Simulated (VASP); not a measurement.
SnO:

```
CELL_PARAMETERS angstrom
3.76215 0.00000 0.00000
0.00000 3.76215 0.00000
0.00000 0.00000 4.82087
ATOMIC_POSITIONS crystal
Sn 0.50000 0.00000 0.76463
Sn 0.00000 0.50000 0.23537
O 0.00000 0.00000 0.00000
O 0.50000 0.50000 0.00000
```

Base run:

- Program: VASP 6.6.1
- Functional: revPBE
- Dispersion: D4
- Potentials or basis: VASP PAW PBE potentials, release 64 (Sn_d, O)
- Cutoff: 600 eV
- k mesh: 7 × 7 × 6
- Occupations: fermi-dirac, width 0.05 eV
- Spin: no spin polarisation

Its results: band gap on the k mesh 0.22 eV (least direct gap 2.07 eV); pressure 6.1 GPa; largest force 1.247 eV/Å.

The run is repeated on the same cell with these changes: dispersion from D4 to none; cutoff from 600 eV to 520 eV. What comes out?

Band gap on the k mesh 0.22 eV (least direct gap 2.07 eV); pressure 10.3 GPa; largest force 1.217 eV/Å.

Caveats: the cell stands under pressure; the PAW data sets were made with another functional, which shifts forces and pressure a little; spin-orbit coupling is left out, which moves the levels of the heavy elements; an odd mesh through Γ misses points on the zone boundary, where band edges can lie.
